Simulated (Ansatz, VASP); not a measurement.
## BP: VASP beside Ansatz

```
P B
1.0
     0.00000    2.26900    2.26900
     2.26900    0.00000    2.26900
     2.26900    2.26900    0.00000
P B
1 1
Cartesian
  3.4035 3.4035 3.4035
  0.0000 0.0000 0.0000
```

Alike in both runs: task relaxation of cell and atoms; functional BLYP; k mesh 10 × 10 × 10; occupations fermi-dirac, width 0.05 eV; no spin polarisation.

|  | VASP | Ansatz |
| --- | --- | --- |
| version | VASP 6.6.1 | Ansatz 0.2.0 |
| potentials or method | VASP PAW PBE potentials, release 64 (P, B) | Ansatz PAW |
| plane-wave cutoff (eV) | 600 | 420 |
| valence electrons in the cell | 8 | 8 |

|  | VASP | Ansatz | Ansatz less VASP |
| --- | --- | --- | --- |
| gap on the k mesh at the Fermi level, each at its own relaxed structure (eV) | 1.58 | 1.55 | -0.023 |
| relaxed volume (Å³/atom) | 12.12 | 12.13 | +0.007 |
| relaxed cell length with the largest relative difference (Å) | 3.249 | 3.249 | +0.0006 |

VASP's potentials were made for PBE, not for BLYP.

Noted on Ansatz's run: the plane-wave basis is chosen anew once the cell has moved, so the energies of steps on either side of that aren't comparable.
